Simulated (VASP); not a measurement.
Set up this calculation in VASP 6.6.1, as the native input.

- Task: relaxation of cell and atoms
- Functional: PBE
- Potentials or basis: VASP PAW PBE potentials, release 64 (Cu, W_sv)
- Cutoff: 600 eV
- k mesh: 6 × 6 × 6
- Occupations: gaussian, width 0.1 eV
- Spin: no spin polarisation
- Dipole correction: no
- Further INCAR settings: ALGO = Normal; EDIFF = 1e-06; IBRION = 2; EDIFFG = -0.04; NSW = 90; ISIF = 3

The structure of CuW lies in POSCAR:

```
CuW
1.0
    2.9675301800      0.0000000000      0.0000000000
    0.0000000000      2.9675301800      0.0000000000
    0.0000000000      0.0000000000      2.9675301800
Cu W
1 1
Direct
    0.5000000000      0.5000000000      0.5000000000
    0.0000000000      0.0000000000      0.0000000000
```

One way to write it, as run:

INCAR

```
SYSTEM = CuW
ALGO     = Normal         ! electronic algorithm
EDIFF    = 1E-6           ! SCF threshold, eV
EDIFFG   = -0.04          ! ionic threshold
ENCUT    = 600            ! plane-wave cutoff, eV
GGA      = PE             ! functional
IBRION   = 2              ! ionic algorithm
ISIF     = 3              ! what is computed and relaxed
ISMEAR   = 0              ! smearing method
LASPH    = .True.         ! aspherical terms in the spheres
LCHARG   = .False.        ! write CHGCAR
LREAL    = .False.        ! projectors in reciprocal space
LWAVE    = .False.        ! write WAVECAR
NELM     = 80             ! most SCF steps
NSW      = 90             ! ionic steps
PREC     = Accurate       ! precision mode
SIGMA    = 0.1            ! smearing width, eV
```

KPOINTS

```
k-points
0
Gamma
  6 6 6
  0 0 0
```

Potentials or basis: VASP PAW PBE potentials, release 64 (Cu, W_sv).

Run with:

```sh
$ cat potpaw_PBE.64/Cu/POTCAR potpaw_PBE.64/W_sv/POTCAR > POTCAR
$ mpirun -np 1 vasp_std > vasp.out
```

Results of the run:

```
Relaxed volume                         : 14.03 Å³/atom
Relaxed cell                           : a = 3.039 Å, b = 3.039 Å, c = 3.039 Å, α = 90.00°, β = 90.00°, γ = 90.00°
Space group after relaxing (to 0.05 Å) : Pm-3m (No. 221)
Energy gained by relaxing              : 54.3 meV/atom
Ionic steps                            : 4
Pressure after relaxing                : 0.1 GPa
```

Run time: 36 s on 1 thread of Intel Xeon 8259CL (shared host), peak memory 0.15 GiB.
